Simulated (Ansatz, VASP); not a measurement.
Rb2Ru: VASP beside Ansatz

File INCAR:

```
SYSTEM = Rb2Ru
PREC = Accurate ; ENCUT = 600
EDIFF = 1E-6 ; ISMEAR = 0
SIGMA = 0.1 ; LREAL = .False.
LASPH = .True. ; NELM = 100
ALGO = Fast ; ISIF = 3
LWAVE = .False. ; LCHARG = .False.
GGA = PE ; IBRION = 2
NSW = 100 ; EDIFFG = -0.01
```

File KPOINTS:

```
regular mesh
0
Gamma
  8 8 8
  0 0 0
```

The input POSCAR:

```
Rb2Ru
1.0
    0.0000000000      4.5769321470      4.5769321470
    4.5769321470      0.0000000000      4.5769321470
    4.5769321470      4.5769321470      0.0000000000
Rb Ru
4 2
Direct
    0.6250000000      0.6250000000      0.6250000000
    0.1250000000      0.6250000000      0.6250000000
    0.6250000000      0.6250000000      0.1250000000
    0.6250000000      0.1250000000      0.6250000000
    0.0000000000      0.0000000000      0.0000000000
    0.2500000000      0.2500000000      0.2500000000
```

Input for Ansatz:

```yaml
crystal:
  lattice:
    - [0.0, 4.576932147, 4.576932147]
    - [4.576932147, 0.0, 4.576932147]
    - [4.576932147, 4.576932147, 0.0]
  atoms:
    - { symbol: Rb, position: [0.625, 0.625, 0.625] }
    - { symbol: Rb, position: [0.125, 0.625, 0.625] }
    - { symbol: Rb, position: [0.625, 0.625, 0.125] }
    - { symbol: Rb, position: [0.625, 0.125, 0.625] }
    - { symbol: Ru, position: [0.0, 0.0, 0.0] }
    - { symbol: Ru, position: [0.25, 0.25, 0.25] }
basis:
  ecutwfc: 420
kpoints:
  mp_grid: { grid: [8, 8, 8] }
hamiltonian:
  xc: pbe
scf:
  occupations: { method: gaussian, width: 0.1 }
output:
  forces: true
  stress: true
  eigenvalues: true
relax:
  adjacent_minimum: "off"
  f_tol: 0.01
  max_steps: 80
  cell: { stress_tol: 0.05 }
```

Alike in both runs: task relaxation of cell and atoms; functional PBE; k mesh 8 × 8 × 8; occupations gaussian, width 0.1 eV; no spin polarisation.

|  | VASP | Ansatz |
| --- | --- | --- |
| version | VASP 6.6.1 | Ansatz 0.2.0 |
| potentials or method | VASP PAW PBE potentials, release 64 (Rb_sv, Ru_pv), cutoff 600 eV | scalar-relativistic, plane waves, PAW |
| valence electrons in the cell | 64 | 68 |

VASP gave:

```
gap on the k mesh at the Fermi level, each at its own relaxed structure (eV) : none
relaxed volume (Å³/atom)                                                     : 35.10
relaxed length of the cell vector where the two differ most in proportion (Å)              : 6.678
```

Problem. What did Ansatz give for the same quantities?

Solution. gap on the k mesh at the Fermi level, each at its own relaxed structure (eV): none; relaxed volume (Å³/atom): 34.83; relaxed length of the cell vector where the two differ most in proportion (Å): 6.661.

A gap of «none» marks a metal or a gap that the smearing closes. VASP's potentials hold 64 valence electrons a cell and Ansatz's 68, so a difference there can come from the potentials and not from the codes.
